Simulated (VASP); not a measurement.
**Pb: single point with PBE**

Pb:

```
Pb
1.0
     0.00000    3.99977   -3.99977
    -3.99977    0.00000    3.99977
     1.99988    1.99988    1.99988
Pb
3
Cartesian
  0.0000 0.0000 0.0000
  -1.9999 1.9999 1.9999
  0.0000 3.9998 0.0000
```

This isn't the form of Pb at room conditions, which is fcc.

```
Program             : VASP 6.6.1
Task                : single point
Functional          : PBE
Potentials or basis : VASP PAW PBE potentials, release 64 (Pb_d)
Cutoff              : 520 eV
k mesh              : 8 × 8 × 11
Occupations         : fermi-dirac, width 0.08 eV
Spin                : no spin polarisation
```

```
Pressure               : 0.0 GPa
Band gap on the k mesh : zero (bands 21 and 22 overlap by 3.66 eV)
```

Levels at points of the mesh, in eV from the Fermi level:
```tsv
k point	band 17	band 18	band 19	band 20	band 21	band 22	band 23	band 24	band 25	band 26
(0.00, 0.00, 0.00)	-7.29	-7.29	-1.93	-1.93	-1.93	-1.93	3.90	3.90	7.17	7.17
(0.50, 0.00, 0.00)	-9.84	-7.87	-3.81	0.51	0.51	3.00	3.00	3.29	4.97	5.18
```

Run time: 68 s on 1 thread of Intel(R) Xeon(R) 6975P-C (Granite Rapids) (shared host), peak memory 0.32 GiB.

Caveat: spin-orbit coupling is left out, which moves the levels of the heavy elements.
